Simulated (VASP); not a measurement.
# TlB (I4/mmm) in VASP: a series of runs

TlB is run at these levels: LDA, r2SCAN; tasks: single point.

Everything below comes from runs of VASP 6.6.1. Logs are shortened: lines on timing, memory, paths and dates and some standing lists are left out, and cuts for length are marked.

### Step 1. The cell of the first run

The structure is tetragonal, space group I4/mmm (No. 139). The conventional cell has a = 4.275 Å, b = 4.275 Å, c = 4.686 Å, α = 90.00°, β = 90.00°, γ = 90.00°. Tl (site symmetry 4/mmm) has 6 B at 2.34 to 3.02 Å within 3.1 Å. Within 3.1 Å of B (site symmetry 4/mmm) lie 6 Tl at 2.34 to 3.02 Å.

### Step 2. Single point, LDA, non-collinear spin, zero start, spin-orbit coupling

Input file INCAR:

```
PREC = Accurate
ENCUT = 520
EDIFF = 1E-6
ISMEAR = 0
SIGMA = 0.05
LREAL = F
LASPH = T
NELM = 150
ALGO = Normal
ISIF = 2
LWAVE = F
LCHARG = F
MAGMOM = 0 0 0 0 0 0
LORBIT = 11
LSORBIT = T
GGA_COMPAT = F
LORBMOM = T
GGA = CA
NBANDS = 28
```

Input file KPOINTS:

```
Automatic mesh
0
Gamma
  10 10 10
```

Input file POSCAR:

```
TlB
1.0
   -2.1374878100      2.1374878100      2.3428653300
    2.1374878100     -2.1374878100      2.3428653300
    2.1374878100      2.1374878100     -2.3428653300
Tl B
1 1
Direct
    0.5000000000      0.5000000000      0.0000000000
    0.0000000000      0.0000000000      0.0000000000
```

Potentials or basis: VASP PAW LDA potentials, release 64 (Tl_d, B).

On the command line:

```sh
cat potpaw_LDA.64/Tl_d/POTCAR potpaw_LDA.64/B/POTCAR > POTCAR
mpirun -np 1 vasp_ncl > vasp.out
```

OUTCAR:

```text
PREC = Accurate
   ENCUT = 520
   EDIFF = 1E-6
   ISMEAR = 0
   LREAL = F
   LASPH = T
   NELM = 150
   ISIF = 2
   LORBIT = 11
   LSORBIT = T
   GGA = CA

 ion  position               nearest neighbor table
   1  0.500  0.500  0.000-   2 2.34   2 2.34   2 3.02   2 3.02   2 3.02   2 3.02
   2  0.000  0.000  0.000-   1 2.34   1 2.34   1 3.02   1 3.02   1 3.02   1 3.02

  LATTYP: Found a body centered tetragonal cell.
 ALAT       =     4.2749756200
 C/A-ratio  =     1.0960835982

  Lattice vectors:

 A1 = (  -2.1374878100,   2.1374878100,   2.3428653300)
 A2 = (   2.1374878100,  -2.1374878100,   2.3428653300)
 A3 = (   2.1374878100,   2.1374878100,  -2.3428653300)

Analysis of symmetry for initial positions (statically):
=====================================================================
 Subroutine PRICEL returns:
 Original cell was already a primitive cell.

 Routine SETGRP: Setting up the symmetry group for a
 body centered tetragonal supercell.

 Subroutine GETGRP returns: Found 16 space group operations
 (whereof 16 operations were pure point group operations)
 out of a pool of 16 trial point group operations.

The static configuration has the point symmetry D_4h.

Analysis of symmetry for dynamics (positions and initial velocities):
=====================================================================
 Subroutine PRICEL returns:
 Original cell was already a primitive cell.

 Routine SETGRP: Setting up the symmetry group for a
 body centered tetragonal supercell.

 Subroutine GETGRP returns: Found 16 space group operations
 (whereof 16 operations were pure point group operations)
 out of a pool of 16 trial point group operations.

The dynamic configuration has the point symmetry D_4h.

Analysis of structural, dynamic, and magnetic symmetry:
=====================================================================
 Subroutine PRICEL returns:
 Original cell was already a primitive cell.

 Routine SETGRP: Setting up the symmetry group for a
 body centered tetragonal supercell.

 Subroutine GETGRP returns: Found 16 space group operations
 (whereof 16 operations were pure point group operations)
 out of a pool of 16 trial point group operations.

The overall configuration has the point symmetry D_4h.

 Subroutine INISYM returns: Found 16 space group operations
 (whereof 16 operations are pure point group operations),
 and found     1 'primitive' translations

----------------------------------------------------------------------------------------

                                     Primitive cell

  volume of cell :      42.8168

  direct lattice vectors                    reciprocal lattice vectors
    -2.137487810  2.137487810  2.342865330     0.000000000  0.233919463  0.213413888
     2.137487810 -2.137487810  2.342865330     0.233919463  0.000000000  0.213413888
     2.137487810  2.137487810 -2.342865330     0.233919463  0.233919463  0.000000000

  length of vectors
     3.824490323  3.824490323  3.824490323     0.316644600  0.316644600  0.330812077

  position of ions in fractional coordinates (direct lattice)
     0.500000000  0.500000000  0.000000000
     0.000000000  0.000000000  0.000000000

  ion indices of the primitive-cell ions
   primitive index   ion index
                 1           1
                 2           2

----------------------------------------------------------------------------------------

 KPOINTS: Automatic mesh

Automatic generation of k-mesh.
 Grid dimensions read from file:
 generate k-points for:   10   10   10

 Generating k-lattice:

  Cartesian coordinates                     Fractional coordinates (reciprocal lattice)
     0.000000000  0.023391946  0.021341389     0.100000000  0.000000000  0.000000000
     0.023391946  0.000000000  0.021341389     0.000000000  0.100000000  0.000000000
     0.023391946  0.023391946  0.000000000     0.000000000  0.000000000  0.100000000

  Length of vectors
[... 89 lines left out ...]
 maximum number of plane-waves:      2338
   NGX = 15   NGY = 15   NGZ = 15

 number of electron      16.0000000 magnetization       0.0000000      0.0000000      0.0000000

 number of electron      16.0000006 magnetization       0.0000000     -0.0000000      0.0000000

 number of electron      16.0000006 magnetization      -0.0000000      0.0000000     -0.0000000

 Free energy of the ion-electron system (eV)
  ---------------------------------------------------
  ext. energy  EPLUGINS =         0.00000000
  ---------------------------------------------------
  free energy    TOTEN  =        -7.32147422 eV

  energy without entropy =       -7.31959440  energy(sigma->0) =       -7.32053431

 E-fermi :   4.4743     XC(G=0): -10.0750

 val. band max:        4.4733196776   @ k =   0.3000   0.1000   0.1000
 cond. band min:       4.4880946692   @ k =   0.2000   0.2000   0.0000
 fundamental gap:      0.0147749916
 Fermi energy:         4.4742686589

 k-point     1 :       0.0000    0.0000    0.0000
  band No.  band energies     occupation
      1      -8.2058      1.00000
      2      -8.2058      1.00000
      3      -8.0153      1.00000
      4      -8.0153      1.00000
      5      -6.3815      1.00000
      6      -6.3815      1.00000
[... 733 lines left out ...]
     27      16.2736      0.00000
     28      16.2736      0.00000

 [... further k-points ...]
[... 5 lines left out ...]
  --------------------------------------------------------------------------------------
  -------------------------------------------------------------------------------------
  Total       -2.3415730     -2.3415730     -2.9338366      0.0000000      0.0000000      0.0000000
  in kB      -87.6200865    -87.6200865   -109.7821897      0.0000000      0.0000000      0.0000000
  external PRESSURE =     -95.0074542 kB  Pullay stress =       0.0000000 kB

 VOLUME and BASIS-vectors are now :
 -----------------------------------------------------------------------------
  energy-cutoff  :      520.00
  volume of cell :       42.82
      direct lattice vectors                 reciprocal lattice vectors
    -2.137487810  2.137487810  2.342865330     0.000000000  0.233919463  0.213413888
     2.137487810 -2.137487810  2.342865330     0.233919463  0.000000000  0.213413888
     2.137487810  2.137487810 -2.342865330     0.233919463  0.233919463  0.000000000

 POSITION                                       TOTAL-FORCE (eV/Angst)
 -----------------------------------------------------------------------------------
      0.00000      0.00000      2.34287        -0.000000      0.000000      0.000000
      0.00000      0.00000      0.00000         0.000000     -0.000000     -0.000000
 -----------------------------------------------------------------------------------
    total drift:                                0.000000     -0.000000      0.000000

  FREE ENERGIE OF THE ION-ELECTRON SYSTEM (eV)
  ---------------------------------------------------
  free  energy   TOTEN  =        -7.3214742183 eV

  energy  without entropy=       -7.3195944038  energy(sigma->0) =       -7.32053431

 orbital moment (x)

 # of ion     p       d       tot
 ----------------------------------------
  1         0.000   0.000   0.000
  2         0.000   0.000   0.000
 ----------------------------------------
            0.000   0.000   0.000

 orbital moment (y)

 # of ion     p       d       tot
 ----------------------------------------
  1        -0.000  -0.000  -0.000
  2         0.000   0.000   0.000
 ----------------------------------------
           -0.000  -0.000  -0.000

 orbital moment (z)

 # of ion     p       d       tot
 ----------------------------------------
  1         0.000   0.000   0.000
  2         0.000   0.000   0.000
 ----------------------------------------
            0.000   0.000   0.000

 Spin-Orbit-Coupling matrix elements

 Ion:    1  E_soc:     -0.6516096
 l=   1
     0.0000000    -0.0580912    -0.0500951
    -0.0580912     0.0000000    -0.0580912
    -0.0500951    -0.0580912     0.0000000
 l=   2
     0.0000000    -0.0102975     0.0000000    -0.0102975    -0.0403526
    -0.0102975     0.0000000    -0.0339694    -0.0101638    -0.0102385
     0.0000000    -0.0339694     0.0000000    -0.0339694     0.0000000
    -0.0102975    -0.0101638    -0.0339694     0.0000000    -0.0102385
    -0.0403526    -0.0102385     0.0000000    -0.0102385     0.0000000
 l=   3
     0.0000000     0.0000000     0.0000000     0.0000000     0.0000000     0.0000000     0.0000000
     0.0000000     0.0000000     0.0000000     0.0000000     0.0000000     0.0000000     0.0000000
     0.0000000     0.0000000     0.0000000     0.0000000     0.0000000     0.0000000     0.0000000
     0.0000000     0.0000000     0.0000000     0.0000000     0.0000000     0.0000000     0.0000000
     0.0000000     0.0000000     0.0000000     0.0000000     0.0000000     0.0000000     0.0000000
     0.0000000     0.0000000     0.0000000     0.0000000     0.0000000     0.0000000     0.0000000
     0.0000000     0.0000000     0.0000000     0.0000000     0.0000000     0.0000000     0.0000000

 Ion:    2  E_soc:      0.0000106
 l=   1
     0.0000000     0.0000048    -0.0000043
     0.0000048     0.0000000     0.0000048
    -0.0000043     0.0000048     0.0000000
 l=   2
     0.0000000     0.0000000     0.0000000     0.0000000     0.0000000
     0.0000000     0.0000000     0.0000000     0.0000000     0.0000000
     0.0000000     0.0000000     0.0000000     0.0000000     0.0000000
     0.0000000     0.0000000     0.0000000     0.0000000     0.0000000
     0.0000000     0.0000000     0.0000000     0.0000000     0.0000000
 l=   3
     0.0000000     0.0000000     0.0000000     0.0000000     0.0000000     0.0000000     0.0000000
     0.0000000     0.0000000     0.0000000     0.0000000     0.0000000     0.0000000     0.0000000
     0.0000000     0.0000000     0.0000000     0.0000000     0.0000000     0.0000000     0.0000000
     0.0000000     0.0000000     0.0000000     0.0000000     0.0000000     0.0000000     0.0000000
     0.0000000     0.0000000     0.0000000     0.0000000     0.0000000     0.0000000     0.0000000
     0.0000000     0.0000000     0.0000000     0.0000000     0.0000000     0.0000000     0.0000000
     0.0000000     0.0000000     0.0000000     0.0000000     0.0000000     0.0000000     0.0000000

 total charge

# of ion       s       p       d       tot
------------------------------------------
    1        1.066   0.565   9.634  11.265
    2        0.772   0.708   0.000   1.480
--------------------------------------------------
tot          1.838   1.273   9.634  12.745

 magnetization (x)

# of ion       s       p       d       tot
------------------------------------------
    1        0.000   0.000   0.000   0.000
    2        0.000   0.000   0.000   0.000
--------------------------------------------------
tot          0.000   0.000   0.000   0.000

 magnetization (y)

# of ion       s       p       d       tot
------------------------------------------
    1        0.000   0.000   0.000   0.000
    2        0.000   0.000   0.000   0.000
--------------------------------------------------
tot          0.000   0.000   0.000   0.000

 magnetization (z)

# of ion       s       p       d       tot
------------------------------------------
    1        0.000  -0.000  -0.000  -0.000
    2       -0.000   0.000   0.000  -0.000
--------------------------------------------------
tot         -0.000   0.000  -0.000  -0.000
```

It took 2.5 min on 1 thread of Intel Xeon Platinum 8259CL at 2.50GHz (Skylake/Cascade Lake), shared host; peak memory 0.32 GiB.

Results:

```yaml
Free_energy: -7.3215 eV
Pressure: -9.5 GPa
Net_moment: 0.00 μB per cell
Valence_electrons_inside_the_program's_atomic_spheres: Tl 11.27; B 1.48
```

Stress tensor (GPa, compression positive):
```
 -8.76   0.00   0.00
  0.00  -8.76   0.00
  0.00   0.00 -10.98
```

Moments on the atoms (μB; x, y, z):
```
Tl  0.00 0.00 0.00
B   0.00 0.00 0.00
```

Caveat: the cell stands under tension.

### Step 3. Single point, LDA, non-collinear spin, zero start, spin-orbit coupling

Input file INCAR:

```
  PREC = Accurate
  ENCUT = 520
  EDIFF = 1E-6
  ISMEAR = 0
  SIGMA = 0.05
  LREAL = F
  LASPH = T
  NELM = 150
  ALGO = Normal
  ISIF = 2
  LWAVE = F
  LCHARG = T
  MAGMOM = 0 0 0 0 0 0
  LORBIT = 11
  LSORBIT = T
  GGA_COMPAT = F
  LORBMOM = T
  LVHAR = T
  NBANDS = 28
```

Input file KPOINTS:

```
regular mesh
0
Gamma
  8 8 8
```

POSCAR is that of step 2.

Potentials or basis: VASP PAW LDA potentials, release 64 (Tl_d, B).

On the command line:

```sh
cat potpaw_LDA.64/Tl_d/POTCAR potpaw_LDA.64/B/POTCAR > POTCAR
mpirun -np 1 vasp_ncl > vasp.out
```

Run time: 2.5 min. Hardware: 1 thread of Intel Xeon 8259CL, shared host; peak memory 0.27 GiB.

Results (log left out):

```
Free energy                                           : -7.3270 eV
Pressure                                              : -9.6 GPa
Net moment                                            : 0.00 μB per cell
Valence electrons inside the program's atomic spheres : Tl 11.26; B 1.48
```

Stress tensor (GPa, compression positive):
```
 -9.06   0.00   0.00
  0.00  -9.06   0.00
  0.00   0.00 -10.58
```

Moments on the atoms (μB; x, y, z):
```
Tl  0.00 0.00 0.00
B   0.00 0.00 0.00
```

Caveat: the cell stands under tension.

### Step 4. Single point, r2SCAN, non-collinear spin, zero start, spin-orbit coupling

POSCAR is that of step 3.

Input file INCAR.step1:

```
SYSTEM = TlB
PREC = Accurate ; ENCUT = 520
ISMEAR = 1 ; SIGMA = 0.05
LREAL = .FALSE. ; LASPH = .TRUE.
NELM = 150 ; MAGMOM = 0 0 0 0 0 0
LSORBIT = .TRUE. ; GGA_COMPAT = .FALSE.
NBANDS = 28 ; GGA = PE
ALGO = Normal ; EDIFF = 1E-4
LWAVE = .TRUE. ; LCHARG = .FALSE.
```

Input file INCAR.step2:

```
SYSTEM = TlB
PREC = Accurate ; ENCUT = 520
EDIFF = 1E-6 ; ISMEAR = 1
SIGMA = 0.05 ; LREAL = .FALSE.
LASPH = .TRUE. ; NELM = 150
ALGO = Normal ; ISIF = 2
LWAVE = .FALSE. ; LCHARG = .TRUE.
MAGMOM = 0 0 0 0 0 0 ; LORBIT = 11
LSORBIT = .TRUE. ; GGA_COMPAT = .FALSE.
LORBMOM = .TRUE. ; METAGGA = R2SCAN
LMIXTAU = .TRUE. ; LVHAR = .TRUE.
NBANDS = 28 ; ISTART = 1
```

Input file KPOINTS:

```
Automatic mesh
0
G
  8 8 8
  0 0 0
```

Potentials or basis: VASP PAW PBE potentials, release 64 (Tl_d, B).

On the command line:

```sh
cat potpaw_PBE.64/Tl_d/POTCAR potpaw_PBE.64/B/POTCAR > POTCAR
cp INCAR.step1 INCAR
mpirun -np 1 vasp_ncl > vasp.out
cp INCAR.step2 INCAR
mpirun -np 1 vasp_ncl > vasp.out
```

OUTCAR:

```text
SYSTEM = TlB
   PREC = Accurate
   ENCUT = 520
   EDIFF = 1E-6
   ISMEAR = 1
   LREAL = .FALSE.
   LASPH = .TRUE.
   NELM = 150
   ISIF = 2
   LORBIT = 11
   LSORBIT = .TRUE.
   METAGGA = R2SCAN
   ISTART = 1

 ion  position               nearest neighbor table
   1  0.500  0.500  0.000-   2 2.34   2 2.34   2 3.02   2 3.02   2 3.02   2 3.02
   2  0.000  0.000  0.000-   1 2.34   1 2.34   1 3.02   1 3.02   1 3.02   1 3.02

  LATTYP: Found a body centered tetragonal cell.
 ALAT       =     4.2749756200
 C/A-ratio  =     1.0960835982

  Lattice vectors:

 A1 = (  -2.1374878100,   2.1374878100,   2.3428653300)
 A2 = (   2.1374878100,  -2.1374878100,   2.3428653300)
[... 1037 lines left out ...]
     0.0000000     0.0000000     0.0000000     0.0000000     0.0000000
 l=   3
     0.0000000     0.0000000     0.0000000     0.0000000     0.0000000     0.0000000     0.0000000
     0.0000000     0.0000000     0.0000000     0.0000000     0.0000000     0.0000000     0.0000000
     0.0000000     0.0000000     0.0000000     0.0000000     0.0000000     0.0000000     0.0000000
     0.0000000     0.0000000     0.0000000     0.0000000     0.0000000     0.0000000     0.0000000
     0.0000000     0.0000000     0.0000000     0.0000000     0.0000000     0.0000000     0.0000000
     0.0000000     0.0000000     0.0000000     0.0000000     0.0000000     0.0000000     0.0000000
     0.0000000     0.0000000     0.0000000     0.0000000     0.0000000     0.0000000     0.0000000

 total charge

# of ion       s       p       d       tot
------------------------------------------
    1        1.057   0.564   9.629  11.250
    2        0.792   0.701   0.000   1.494
--------------------------------------------------
tot          1.849   1.265   9.629  12.744

 magnetization (x)

# of ion       s       p       d       tot
------------------------------------------
    1        0.000   0.000   0.000   0.000
    2        0.000  -0.000   0.000  -0.000
--------------------------------------------------
tot          0.000  -0.000   0.000  -0.000

 magnetization (y)

# of ion       s       p       d       tot
------------------------------------------
    1       -0.000   0.000  -0.000  -0.000
    2        0.000   0.000   0.000   0.000
--------------------------------------------------
tot         -0.000   0.000  -0.000   0.000

 magnetization (z)

# of ion       s       p       d       tot
------------------------------------------
    1        0.000   0.000   0.000   0.000
    2        0.000  -0.000   0.000  -0.000
--------------------------------------------------
tot          0.000  -0.000   0.000  -0.000
```

OUTCAR.step1:

```text
SYSTEM = TlB
   PREC = Accurate
   ENCUT = 520
   ISMEAR = 1
   LREAL = .FALSE.
[... 1031 lines left out ...]
     0.0000000     0.0000000     0.0000000     0.0000000     0.0000000     0.0000000     0.0000000
     0.0000000     0.0000000     0.0000000     0.0000000     0.0000000     0.0000000     0.0000000
     0.0000000     0.0000000     0.0000000     0.0000000     0.0000000     0.0000000     0.0000000
     0.0000000     0.0000000     0.0000000     0.0000000     0.0000000     0.0000000     0.0000000
     0.0000000     0.0000000     0.0000000     0.0000000     0.0000000     0.0000000     0.0000000
     0.0000000     0.0000000     0.0000000     0.0000000     0.0000000     0.0000000     0.0000000

=======================================================================

 ========================================================
```

OSZICAR.step1:

```text
N       E                     dE             d eps       ncg     rms          rms(c)
DAV:   1     0.751387138483E+02    0.75139E+02   -0.79410E+03  3304   0.106E+03
DAV:   2    -0.412159301641E+01   -0.79260E+02   -0.75983E+02  3872   0.246E+02
DAV:   3    -0.625522771729E+01   -0.21336E+01   -0.21002E+01  3860   0.346E+01
DAV:   4    -0.626936362666E+01   -0.14136E-01   -0.14130E-01  3608   0.302E+00
DAV:   5    -0.626957673309E+01   -0.21311E-03   -0.21310E-03  3600   0.376E-01    0.606E+00
DAV:   6    -0.600730262312E+01    0.26227E+00   -0.34713E-01  3420   0.629E+00    0.403E+00
DAV:   7    -0.599418012265E+01    0.13123E-01   -0.11081E-01  3588   0.243E+00    0.192E+00
DAV:   8    -0.599220150816E+01    0.19786E-02   -0.83279E-03  3468   0.827E-01    0.639E-01
DAV:   9    -0.599221103716E+01   -0.95290E-05   -0.43828E-04  3580   0.164E-01
   1 F= -.59922110E+01 E0= -.59921892E+01  d E =-.654092E-04  mag=    -0.0000    -0.0000    -0.0000
```

Run time: 16 min. Hardware: 1 thread of Intel Xeon 8259CL, shared host; peak memory 0.35 GiB.

What came out:

```yaml
Free_energy: -57.5517 eV
Pressure: -6.1 GPa
Net_moment: 0.00 μB per cell
Valence_electrons_inside_the_program's_atomic_spheres: Tl 11.25; B 1.49
```

Stress tensor (GPa, compression positive):
```
-6.24  0.00  0.00
 0.00 -6.24  0.00
 0.00  0.00 -5.92
```

Moments on the atoms (μB; x, y, z):
```
Tl  0.00 0.00 0.00
B   0.00 0.00 0.00
```

Caveat: the cell stands under tension; the PAW data sets were made with another functional, which shifts forces and pressure a little.

### Step 5. Summary

```csv
level,potentials or basis,k mesh,smearing,pressure (GPa),moment (μB)
LDA,"VASP PAW LDA potentials, release 64 (Tl_d, B)",10 × 10 × 10,gaussian 0.05 eV,-9.5,0.00
LDA,"VASP PAW LDA potentials, release 64 (Tl_d, B)",8 × 8 × 8,gaussian 0.05 eV,-9.6,0.00
r2SCAN,"VASP PAW PBE potentials, release 64 (Tl_d, B)",8 × 8 × 8,methfessel-paxton 0.05 eV,-6.1,0.00
```

Alike in all rows: task single point; spin non-collinear, zero start, SOC; cell as given; cutoff (eV) 520.

Caveats: the cell stands under tension; the PAW data sets were made with another functional, which shifts forces and pressure a little (at least some runs).

Total energies depend on the potentials used, so only differences within one code and one set of settings carry meaning.
